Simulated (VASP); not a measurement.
A run of VASP 6.6.1:

File POSCAR:

```
Si
1.0
    3.8496339811      0.0000000000      0.0000000000
   -1.9248169906      3.3338808229      0.0000000000
    0.0000000000      0.0000000000     23.0722000000
Si
6
Direct
    0.0000000000      0.0000000000      0.3494427333
    0.3333333333      0.6666666667      0.3783473271
    0.3333333333      0.6666666667      0.4835583769
    0.6666666667      0.3333333333      0.5164416177
    0.6666666667      0.3333333333      0.6216526709
    0.0000000000      0.0000000000      0.6505572724
```

INCAR.step1

```
ALGO = Normal
DIPOL = 0.5 0.5 0.500
EDIFF = 1E-4
ENCUT = 520
GGA = PE
IDIPOL = 3
ISMEAR = -1
LASPH = True
LCHARG = False
LDIPOL = True
LREAL = False
LWAVE = True
NBANDS = 21
NELM = 60
PREC = Accurate
SIGMA = 0.02
```

INCAR.step2

```
ALGO = Normal
DIPOL = 0.5 0.5 0.500
EDIFF = 1E-6
ENCUT = 520
IDIPOL = 3
ISIF = 2
ISMEAR = -1
ISTART = 1
LASPH = True
LCHARG = False
LDIPOL = True
LMIXTAU = True
LREAL = False
LWAVE = False
METAGGA = R2SCAN
NBANDS = 21
NELM = 60
PREC = Accurate
SIGMA = 0.02
```

KPOINTS

```
k-points
0
Gamma
  9 9 1
```

Potentials or basis: VASP PAW PBE potentials, release 64 (Si).

Command:

```console
$ cat potpaw_PBE.64/Si/POTCAR > POTCAR
$ cp INCAR.step1 INCAR
$ mpirun -np 1 vasp_std > vasp.out
$ cp INCAR.step2 INCAR
$ mpirun -np 1 vasp_std > vasp.out
```

Hardware: 1 thread of Intel(R) Xeon(R) 6975P-C (Granite Rapids), on a shared host.

Estimate the wall time of this run.

It took 4.3 min on 1 thread of Intel(R) Xeon(R) 6975P-C (Granite Rapids) (shared host), peak memory 0.42 GiB. Counts: k points 12.
